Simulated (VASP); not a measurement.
A run of VASP 6.6.1 is set up as follows.

Contents of POSCAR:

```
InSb
1.0
    0.0000000000      3.2780072950      3.2780072950
    3.2780072950      0.0000000000      3.2780072950
    3.2780072950      3.2780072950      0.0000000000
In Sb
1 1
Direct
    0.0000000000      0.0000000000      0.0000000000
    0.7500000000      0.7500000000      0.7500000000
```

File INCAR.step1:

```
SYSTEM = InSb
  ALGO = Normal
  EDIFF = 1E-4
  ENCUT = 600
  GGA = PE
  ISMEAR = -1
  LASPH = .True.
  LCHARG = .False.
  LREAL = .False.
  LWAVE = .True.
  NELM = 80
  PREC = Accurate
  SIGMA = 0.1
```

Contents of INCAR.step2:

```
SYSTEM = InSb
  ALGO = Normal
  EDIFF = 1E-7
  EDIFFG = -0.002
  ENCUT = 600
  IBRION = 2
  ISIF = 3
  ISMEAR = -1
  ISTART = 1
  LASPH = .True.
  LCHARG = .False.
  LMIXTAU = .True.
  LREAL = .False.
  LWAVE = .False.
  METAGGA = R2SCAN
  NELM = 80
  NSW = 100
  PREC = Accurate
  PSTRESS = 70.0
  SIGMA = 0.1
```

KPOINTS

```
k-points
0
Gamma
  12 12 12
  0 0 0
```

Potentials or basis: VASP PAW PBE potentials, release 64 (In_d, Sb).

Run with:

```bash
$ cat potpaw_PBE.64/In_d/POTCAR potpaw_PBE.64/Sb/POTCAR > POTCAR
$ cp INCAR.step1 INCAR
$ mpirun -np 1 vasp_std > vasp.out
$ cp INCAR.step2 INCAR
$ mpirun -np 1 vasp_std > vasp.out
```

**Question.** What does it give for the band gap on the k mesh?

**Answer.** 0.77 eV.

**Question.** Estimate the space group after relaxing (to 0.1 Å).

**Answer.** F-43m (No. 216).

**Question.** Predict the relaxed cell.

**Answer.** a = 4.454 Å, b = 4.454 Å, c = 4.454 Å, α = 60.00°, β = 60.00°, γ = 60.00°.

Step by step:
| step | energy change (eV) | largest force (eV/Å) | pressure (GPa) | volume (Å³) |
| --- | --- | --- | --- | --- |
| 1 | 0.0000 | 0.0000 | 0.03 | 70.45 |
| 2 | 0.6342 | 0.0000 | 17.39 | 55.95 |
| 3 | 0.1498 | 0.0000 | 6.85 | 62.63 |
| 4 | 0.1563 | 0.0000 | 7.02 | 62.48 |
| 5 | 0.1549 | 0.0000 | 6.99 | 62.51 |
| 6 | 0.1558 | 0.0000 | 7.01 | 62.49 |

Caveat: the cell is relaxed towards a set pressure, so the run minimises the enthalpy, not the energy; semilocal functionals underestimate gaps, and a narrow one can read as zero; the PAW data sets were made with another functional, which shifts forces and pressure a little; spin-orbit coupling is left out, which moves the levels of the heavy elements. A k mesh can miss the band edges.
